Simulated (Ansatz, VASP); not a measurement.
**One calculation of EuBi, two programs**

Contents of INCAR:

```
PREC = Accurate ; ENCUT = 520
EDIFF = 1E-7 ; ISMEAR = 0
SIGMA = 0.05 ; LREAL = F
LASPH = T ; NELM = 150
ALGO = Fast ; ISIF = 2
LWAVE = F ; LCHARG = F
ISPIN = 2 ; MAGMOM = 7.16 0
LORBIT = 11 ; LMAXMIX = 6
GGA = PE ; NBANDS = 27
```

File KPOINTS:

```
regular mesh
0
Gamma
  8 8 8
```

Contents of POSCAR:

```
EuBi
1.0
    0.0000000000      3.5149781080      3.5149781080
    3.5149781080      0.0000000000      3.5149781080
    3.5149781080      3.5149781080      0.0000000000
Eu Bi
1 1
Direct
    0.0000000000      0.0000000000      0.0000000000
    0.2500000000      0.2500000000      0.2500000000
```

Input for Ansatz:

```yaml
crystal:
  lattice:
    - [0.0, 3.514978108, 3.514978108]
    - [3.514978108, 0.0, 3.514978108]
    - [3.514978108, 3.514978108, 0.0]
  atoms:
    - { symbol: Eu, position: [0.0, 0.0, 0.0], spin: 7.16 }
    - { symbol: Bi, position: [0.25, 0.25, 0.25] }
basis:
  ecutwfc: 420
  ecutrho_ratio: 4
kpoints:
  mp_grid: { grid: [8, 8, 8] }
hamiltonian:
  xc: pbe
scf:
  occupations: { method: gaussian, width: 0.05 }
output:
  forces: true
  stress: true
  eigenvalues: true
  populations: true
magnetization:
  spin_polarized: true
```

Alike in both runs: task single point; functional PBE; k mesh 8 × 8 × 8; occupations gaussian, width 0.05 eV; collinear spin.

|  | VASP | Ansatz |
| --- | --- | --- |
| version | VASP 6.6.1 | Ansatz 0.2.0 |
| potentials or method | VASP PAW PBE potentials, release 64 (Eu, Bi_d), cutoff 520 eV | scalar-relativistic, plane waves, PAW |
| valence electrons in the cell | 32 | 32 |

```csv
,VASP,Ansatz,Ansatz less VASP
gap on the k mesh at the Fermi level (eV),none,none,-
pressure (GPa),4.3,4.4,+0.11
net moment per atom (μB),3.01,3.01,+0.001
size of the moment on the site where the two differ most (μB),6.37,6.53,+0.161
```

Site moments also hang on the region over which each program counts them. A gap of «none» marks a metal or a gap that the smearing closes. Ansatz's warnings: given moment on shells.

Neither program's run includes spin-orbit coupling.
